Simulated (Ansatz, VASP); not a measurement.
One calculation of ZnS, two programs

File INCAR:

```
PREC = Accurate ; ENCUT = 520
EDIFF = 1E-6 ; ISMEAR = 0
SIGMA = 0.1 ; LREAL = False
LASPH = True ; NELM = 100
ALGO = Normal ; ISIF = 2
LWAVE = False ; LCHARG = False
GGA = PE ; NBANDS = 16
```

KPOINTS

```
regular mesh
0
Gamma
  6 6 6
```

POSCAR

```
ZnS
1.0
    0.0000000000      2.6936828800      2.6936828800
    2.6936828800      0.0000000000      2.6936828800
    2.6936828800      2.6936828800      0.0000000000
Zn S
1 1
Direct
    0.0000000000      0.0000000000      0.0000000000
    0.7500000000      0.7500000000      0.7500000000
```

Input for Ansatz:

```yaml
crystal:
  lattice:
    - [0.0, 2.69368288, 2.69368288]
    - [2.69368288, 0.0, 2.69368288]
    - [2.69368288, 2.69368288, 0.0]
  atoms:
    - { symbol: Zn, position: [0.0, 0.0, 0.0] }
    - { symbol: S, position: [0.75, 0.75, 0.75] }
basis:
  ecutwfc: 420
kpoints:
  mp_grid: { grid: [6, 6, 6] }
hamiltonian:
  xc: pbe
  pseudopotentials: { kind: paw, azcp: { folder: soft_1 } }
scf:
  occupations: { method: gaussian, width: 0.1 }
output:
  forces: true
  stress: true
  eigenvalues: true
```

Alike in both runs: task single point; functional PBE; k mesh 6 × 6 × 6; occupations gaussian, width 0.1 eV; no spin polarisation.

|  | VASP | Ansatz |
| --- | --- | --- |
| version | VASP 6.6.1 | Ansatz 0.2.0 |
| potentials or method | VASP PAW PBE potentials, release 64 (Zn, S), cutoff 520 eV | scalar-relativistic, plane waves, PAW |
| valence electrons in the cell | 18 | 18 |

VASP gave:

| Quantity | Value |
| --- | --- |
| gap on the k mesh at the Fermi level (eV) | 2.15 |
| least direct gap on the mesh (eV) | 2.15 |
| pressure (GPa) | 2.5 |

Task: Estimate Ansatz's values.

Result: gap on the k mesh at the Fermi level (eV): 2.14; least direct gap on the mesh (eV): 2.14; pressure (GPa): 2.3.

With one functional, cell and mesh, what is left measures potentials, basis and numerics.
